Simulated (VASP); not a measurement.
# Be16C (a cell with a defect) in VASP: single point with PBEsol

Aim: the single point of Be16C (a cell with a defect) with PBEsol.

All numbers are computed with VASP 6.6.1; they aren't measurements. Logs are shortened: lines on timing, memory, paths and dates and some standing lists are left out, and cuts for length are marked.

## (1) The cell of the first run

The cell holds a defect, 17 atoms: a = 4.580 Å, b = 3.966 Å, c = 7.177 Å, α = 90.00°, β = 90.00°, γ = 90.00°.

## (2) Single point, PBEsol

The input, INCAR:

```
ALGO     = Normal         # electronic algorithm
EDIFF    = 1E-7           # SCF threshold, eV
ENCUT    = 520            # plane-wave cutoff, eV
GGA      = PS             # functional
ISIF     = 2              # what is computed and relaxed
ISMEAR   = 0              # smearing method
LASPH    = True           # aspherical terms in the spheres
LCHARG   = True           # write CHGCAR
LELF     = True           # ELF
LREAL    = Auto         
LVHAR    = True         
LWAVE    = False          # write WAVECAR
NBANDS   = 32             # bands
NELM     = 60             # most SCF steps
PREC     = Accurate       # precision mode
SIGMA    = 0.15           # smearing width, eV
```

The input, KPOINTS:

```
k-points
0
Gamma
  5 6 4
```

The input, POSCAR:

```
Be16C
1.0
   -2.2900000000     -3.9663960000      0.0000000000
    3.4350000000     -1.9831980000      0.0000000000
    0.0000000000      0.0000000000      7.1768600000
Be C
16 1
Direct
    0.7500412022      0.4655206268     -0.0039549329
    0.4578909221      0.3544105420      0.2544708967
    0.7499765561      0.4899334246      0.5079792556
    0.4965118477      0.3359616102      0.7485892159
    0.4956091836      0.0089959332      0.0070451423
    0.2500112867      0.8211006831      0.2516532300
    0.4945563399     -0.0023534153      0.4995927188
    0.2499976969      0.8442546509      0.7474434502
    0.2500615290      0.5388806118     -0.0068155154
    0.0421206153      0.3545354321      0.2544155801
    0.2499733879      0.5158206866      0.5065339159
    0.0035020717      0.3359585864      0.7485740282
    0.0044383790      0.0089676529      0.0070369214
    0.7499602557      0.7710206654      0.2572286487
    0.0053961395     -0.0023402738      0.4995439510
    0.7500048102      0.8296558997      0.7486658511
    0.7500329294      0.1604798860      0.1746019847
```

Potentials or basis: VASP PAW PBE potentials, release 64 (Be, C).

Command:

```console
$ cat potpaw_PBE.64/Be/POTCAR potpaw_PBE.64/C/POTCAR > POTCAR
$ mpirun -np 1 vasp_std > vasp.out
```

OUTCAR:

```text
EDIFF = 1E-7
   ENCUT = 520
   GGA = PS
   ISIF = 2
   ISMEAR = 0
   LASPH = True
   LREAL = Auto
   NELM = 60
   PREC = Accurate

 ion  position               nearest neighbor table
   1  0.750  0.466  0.996-  17 1.76   5 2.15  13 2.15  12 2.18   4 2.18  14 2.23  16 2.29   9 2.31
                             9 2.31  10 2.33   2 2.33
   2  0.458  0.354  0.254-  17 1.65  10 1.90   6 2.08  14 2.13  11 2.14   9 2.23   5 2.25   7 2.26
                             6 2.32   3 2.32   1 2.33
   3  0.750  0.490  0.508-  14 2.12   4 2.17  12 2.17  16 2.19  15 2.28   7 2.28  11 2.29  11 2.29
                             2 2.32  10 2.32   7 2.33  15 2.33
   4  0.497  0.336  0.749-   3 2.17   1 2.18  11 2.19   7 2.23   9 2.24   8 2.25  12 2.26   5 2.26
                            16 2.28   8 2.31  16 2.32  12 2.32
   5  0.496  0.009  0.007-  17 1.78   1 2.15   9 2.18   6 2.21   2 2.25  13 2.25   4 2.26   8 2.27
                            16 2.30  13 2.33  14 2.34   9 2.39
   6  0.250  0.821  0.252-  10 2.08   2 2.08   9 2.17  11 2.19  13 2.21   5 2.21  15 2.22   7 2.22
                            14 2.30  14 2.30   2 2.32  10 2.32
   7  0.495  0.998  0.500-   8 2.19  11 2.22   6 2.22   4 2.23  16 2.24  15 2.24   2 2.26   3 2.28
                            14 2.28   3 2.33  15 2.34  11 2.34
   8  0.250  0.844  0.747-   9 2.14  11 2.16   7 2.19  15 2.19  12 2.25   4 2.25  13 2.27   5 2.27
                            16 2.29  16 2.29  12 2.31   4 2.31
   9  0.250  0.539  0.993-   8 2.14   6 2.17   5 2.18  13 2.18  10 2.23   2 2.23   4 2.24  12 2.24
                             1 2.31   1 2.31   5 2.39  13 2.39
  10  0.042  0.355  0.254-  17 1.65   2 1.90   6 2.08  14 2.13  11 2.14   9 2.23  13 2.25  15 2.26
                             6 2.32   3 2.32   1 2.33
  11  0.250  0.516  0.507-   2 2.14  10 2.14   8 2.16  12 2.19   4 2.19   6 2.19   7 2.22  15 2.22
                             3 2.29   3 2.29  15 2.34   7 2.34
  12  0.004  0.336  0.749-   3 2.17   1 2.18  11 2.19  15 2.23   9 2.24   8 2.25   4 2.26  13 2.26
                            16 2.28   8 2.31  16 2.32   4 2.32
  13  0.004  0.009  0.007-  17 1.78   1 2.15   9 2.18   6 2.21   5 2.25  10 2.25  12 2.26   8 2.27
                            16 2.30   5 2.33  14 2.34   9 2.39
  14  0.750  0.771  0.257-  17 1.65   3 2.12  10 2.13   2 2.13   1 2.23  15 2.28   7 2.28   6 2.30
                             6 2.30   5 2.34  13 2.34
  15  0.005  0.998  0.500-   8 2.19  11 2.22   6 2.22  12 2.23  16 2.24   7 2.24  10 2.26   3 2.28
                            14 2.28   3 2.33   7 2.34  11 2.34
  16  0.750  0.830  0.749-   3 2.19   7 2.24  15 2.24   4 2.28  12 2.28   1 2.29   8 2.29   8 2.29
                             5 2.30  13 2.30  12 2.32   4 2.32
  17  0.750  0.160  0.175-  10 1.65   2 1.65  14 1.65   1 1.76   5 1.78  13 1.78

  LATTYP: Found a simple orthorhombic cell.
 ALAT       =     3.9663962620
 B/A-ratio  =     1.1547004875
 C/A-ratio  =     1.8094157835

  Lattice vectors:

 A1 = (  -3.4350000000,   1.9831980000,   0.0000000000)
 A2 = (  -2.2900000000,  -3.9663960000,   0.0000000000)
 A3 = (   0.0000000000,   0.0000000000,   7.1768600000)

Analysis of symmetry for initial positions (statically):
=====================================================================
 Subroutine PRICEL returns:
 Original cell was already a primitive cell.

 Routine SETGRP: Setting up the symmetry group for a
 simple orthorhombic supercell.

 Subroutine GETGRP returns: Found  1 space group operations
 (whereof  1 operations were pure point group operations)
 out of a pool of  8 trial point group operations.

The static configuration has the point symmetry C_1 .

Analysis of symmetry for dynamics (positions and initial velocities):
=====================================================================
 Subroutine PRICEL returns:
 Original cell was already a primitive cell.

 Routine SETGRP: Setting up the symmetry group for a
 simple orthorhombic supercell.

 Subroutine GETGRP returns: Found  1 space group operations
 (whereof  1 operations were pure point group operations)
 out of a pool of  8 trial point group operations.

The dynamic configuration has the point symmetry C_1 .

 Subroutine INISYM returns: Found  1 space group operations
 (whereof  1 operations are pure point group operations),
 and found     1 'primitive' translations

----------------------------------------------------------------------------------------

                                     Primitive cell

  volume of cell :     130.3755

  direct lattice vectors                    reciprocal lattice vectors
    -2.290000000 -3.966396000  0.000000000    -0.109170306 -0.189088533  0.000000000
     3.435000000 -1.983198000  0.000000000     0.218340611 -0.126059022  0.000000000
     0.000000000  0.000000000  7.176860000     0.000000000  0.000000000  0.139336702

  length of vectors
     4.579999697  3.966396262  7.176860000     0.218340626  0.252118027  0.139336702

  position of ions in fractional coordinates (direct lattice)
     0.750041202  0.465520627  0.996045067
     0.457890922  0.354410542  0.254470897
     0.749976556  0.489933425  0.507979256
     0.496511848  0.335961610  0.748589216
     0.495609184  0.008995933  0.007045142
     0.250011287  0.821100683  0.251653230
[... 9 lines left out ...]
     0.750004810  0.829655900  0.748665851
     0.750032929  0.160479886  0.174601985

  ion indices of the primitive-cell ions
   primitive index   ion index
                 1           1
                 2           2
                 3           3
                 4           4
                 5           5
                 6           6
[... 9 lines left out ...]
                16          16
                17          17

----------------------------------------------------------------------------------------

 KPOINTS: k-points

Automatic generation of k-mesh.
 Grid dimensions read from file:
 generate k-points for:    5    6    4

 Generating k-lattice:

  Cartesian coordinates                     Fractional coordinates (reciprocal lattice)
    -0.021834061 -0.037817707  0.000000000     0.200000000  0.000000000  0.000000000
     0.036390102 -0.021009837  0.000000000    -0.000000000  0.166666667  0.000000000
     0.000000000  0.000000000  0.034834175     0.000000000  0.000000000  0.250000000

  Length of vectors
     0.043668125  0.042019671  0.034834175

  Shift w.r.t. Gamma in fractional coordinates (k-lattice)
     0.000000000  0.000000000  0.000000000

 Subroutine IBZKPT returns following result:
 ===========================================

 Found     62 irreducible k-points:

 Following reciprocal coordinates:
            Coordinates               Weight
  0.000000  0.000000  0.000000      1.000000
  0.200000  0.000000  0.000000      2.000000
  0.400000  0.000000  0.000000      2.000000
  0.000000  0.166667  0.000000      2.000000
  0.200000  0.166667  0.000000      2.000000
 -0.200000  0.166667  0.000000      2.000000
[... 16 lines left out ...]
  0.000000  0.166667 -0.250000      2.000000
  0.200000  0.166667  0.250000      2.000000
 [... further k-points ...]
   k-points           NKPTS =     62   k-points in BZ     NKDIM =     62   number of bands    NBANDS=     32
   number of dos      NEDOS =    301   number of ions     NIONS =     17
   total plane-waves  NPLWV =  58320
   dimension x,y,z NGX =    36 NGY =   30 NGZ =   54
   dimension x,y,z NGXF=    72 NGYF=   60 NGZF=  108
   ions per type =              16   1
   NGX,Y,Z   is equivalent  to a cutoff of  13.07, 12.57, 12.51 a.u.
   NGXF,Y,Z  is equivalent  to a cutoff of  26.13, 25.15, 25.02 a.u.
 SYSTEM =  unknown system
   PREC   = accura    normal or accurate (medium, high low for compatibility)
   ISTART =      0    job   : 0-new  1-cont  2-samecut
   ICHARG =      2    charge: 1-file 2-atom 10-const
   ISPIN  =      1    spin polarized calculation?
   LNONCOLLINEAR =      F non collinear calculations
   LSORBIT =      F    spin-orbit coupling
   LASPH  =      T    aspherical Exc in radial PAW
   ENCUT  =  520.0 eV  38.22 Ry    6.18 a.u.   8.52  7.37 13.34*2*pi/ulx,y,z
   NELM   =     60;   NELMIN=  2; NELMDL= -5     # of ELM steps
   EDIFF  = 0.1E-06   stopping-criterion for ELM
   LREAL  =      T    real-space projection
   EDIFFG = 0.1E-05   stopping-criterion for IOM
   NSW    =      0    number of steps for IOM
   IBRION =     -1    ionic relax: 0-MD 1-quasi-New 2-CG
   NFREE  =      0    steps in history (QN), initial steepest desc. (CG)
   ISIF   =      2    stress and relaxation
   ISYM   =      2    0-nonsym 1-usesym 2-fastsym
   POTIM  = 0.5000    time-step for ionic-motion
   TEBEG  =    0.0;   TEEND  =   0.0 temperature during run
   PSTRESS=    0.0 pullay stress
   NELECT =      36.0000    total number of electrons
   NUPDOWN=      -1.0000    fix difference up-down
   EMIN   =  10.00;   EMAX   =-10.00  energy-range for DOS
   EFERMI =   0.00;   METHOD = LEGACY
   ISMEAR =     0;   SIGMA  =   0.15  broadening in eV -4-tet -1-fermi 0-gaus
   EFERMI_NEDOS =   21; number of points for ismear=-14 and -15
   IALGO  =     38    algorithm
   IMIX   =      4    mixing-type and parameters
     AMIX     =   0.40;   BMIX     =  1.00
     AMIX_MAG =   1.60;   BMIX_MAG =  1.00
  volume/ion in A,a.u.               =       7.67        51.75
  Fermi-wavevector in a.u.,A,eV,Ry     =   1.066049  2.014540 15.462471  1.136460
  Thomas-Fermi vector in A             =   2.201620
   LORBIT       =      0    0 simple, 1 ext, 2 COOP (PROOUT), +10 PAW based schemes
   GGA     = PS    functional components
   LHFCALC =     F    Hartree Fock is set to
   AEXX    =    0.0000 exact exchange contribution
   IVDW    =     0    specifies the selected vdW correction
   LEPSILON=     F    determine dielectric tensor
   LRPA    =     F    only Hartree local field effects (RPA)
 non-spin polarized calculation
 Gauss-broadening in eV      SIGMA  =   0.15
  energy-cutoff  :      520.00
  volume of cell :      130.38
 maximum number of plane-waves:      3532
 NGX is ok and might be reduce to    36
   NGX = 17   NGY = 15   NGZ = 27

 number of electron      36.0000000 magnetization

 Free energy of the ion-electron system (eV)
  ---------------------------------------------------
  ext. energy  EPLUGINS =         0.00000000
  ---------------------------------------------------
  free energy    TOTEN  =       -69.60031308 eV

  energy without entropy =      -69.57080445  energy(sigma->0) =      -69.58555877

 E-fermi :   7.3671     XC(G=0): -10.7585

 val. band max:        7.3498756356   @ k =   0.4000  -0.3333  -0.2500
 cond. band min:       7.3862284364   @ k =   0.0000   0.3333   0.0000
 fundamental gap:      0.0363528008
 Fermi energy:         7.3671259251

 k-point     1 :       0.0000    0.0000    0.0000
  band No.  band energies     occupation
      1      -6.7304      2.00000
      2      -3.1418      2.00000
      3      -2.2249      2.00000
      4      -0.4651      2.00000
      5       0.0130      2.00000
      6       1.0214      2.00000
[... 22 lines left out ...]
     29      11.8592      0.00000
     30      12.5573      0.00000
[... 728 lines left out ...]
  band No.  band energies     occupation
      1      -6.5511      2.00000
      2      -3.0264      2.00000
      3      -1.9091      2.00000
      4      -0.7761      2.00000
      5      -0.2470      2.00000
      6       0.3228      2.00000
[... 22 lines left out ...]
     29      12.4586      0.00000
     30      12.8696      0.00000

 [... further k-points ...]

 [bands above 30 left out]

------------------------ aborting loop because EDIFF is reached ----------------------------------------

  FORCE on cell =-STRESS in cart. coord.  units (eV):
  Direction    XX          YY          ZZ          XY          YZ          ZX
  --------------------------------------------------------------------------------------
  -------------------------------------------------------------------------------------
  Total        5.8026067      7.1461044      5.5110604      1.1596958      1.1796809     -2.0371492
  in kB       71.3079082     87.8180756     67.7251112     14.2514371     14.4970319    -25.0344116
  external PRESSURE =      75.6170317 kB  Pullay stress =       0.0000000 kB

 VOLUME and BASIS-vectors are now :
 -----------------------------------------------------------------------------
  energy-cutoff  :      520.00
  volume of cell :      130.38
      direct lattice vectors                 reciprocal lattice vectors
    -2.290000000 -3.966396000  0.000000000    -0.109170306 -0.189088533  0.000000000
     3.435000000 -1.983198000  0.000000000     0.218340611 -0.126059022  0.000000000
     0.000000000  0.000000000  7.176860000     0.000000000  0.000000000  0.139336702

 POSITION                                       TOTAL-FORCE (eV/Angst)
 -----------------------------------------------------------------------------------
     -0.11853     -3.89818      7.14848        -0.094388      0.054778      0.046809
      0.16883     -2.51904      1.82630        -0.244361     -0.033349      0.208744
     -0.03452     -3.94634      3.64570         0.206553     -0.119621      0.235955
      0.01702     -2.63564      5.37252         0.025332     -0.009117      0.044012
     -1.10404     -1.98362      0.05056         0.133386     -0.002464      0.004432
      2.24795     -2.62005      1.80608        -0.078000      0.045303      0.119512
[... 9 lines left out ...]
      1.13236     -4.62019      5.37307        -0.003012      0.001808      0.052402
     -1.16633     -3.29319      1.25309        -0.021444      0.012495     -2.045727
 -----------------------------------------------------------------------------------
    total drift:                                0.000718     -0.000674      0.006048

  FREE ENERGIE OF THE ION-ELECTRON SYSTEM (eV)
  ---------------------------------------------------
  free  energy   TOTEN  =       -69.6003130793 eV

  energy  without entropy=      -69.5708044529  energy(sigma->0) =      -69.58555877
```

Run time: 7 min. Hardware: 1 thread of Oxide Virtual Turin-like, shared host; peak memory 0.28 GiB.

Results:

| Item | Value |
| --- | --- |
| Free energy | -69.6003 eV |
| Pressure | 7.6 GPa |
| Largest force | 2.046 eV/Å |
| Band gap on the k mesh | zero (bands 18 and 19 overlap by 0.90 eV) |

Forces in eV/Å, atoms in the order of the input:
```
Be  -0.094  0.055  0.047
Be  -0.244 -0.033  0.209
Be   0.207 -0.120  0.236
Be   0.025 -0.009  0.044
Be   0.133 -0.002  0.004
Be  -0.078  0.045  0.120
Be  -0.012  0.070  0.295
Be   0.001  0.000  0.009
Be   0.106 -0.061  0.060
Be  -0.094  0.229  0.210
Be  -0.205  0.118  0.073
Be   0.020 -0.017  0.044
Be   0.069 -0.114  0.005
Be   0.258 -0.149  0.343
Be  -0.067 -0.025  0.296
Be  -0.003  0.002  0.052
C   -0.021  0.012 -2.046
```

Caveat: the PAW data sets were made with another functional, which shifts forces and pressure a little.

The gap in the log of VASP goes by the Fermi energy; the results here count the filled bands.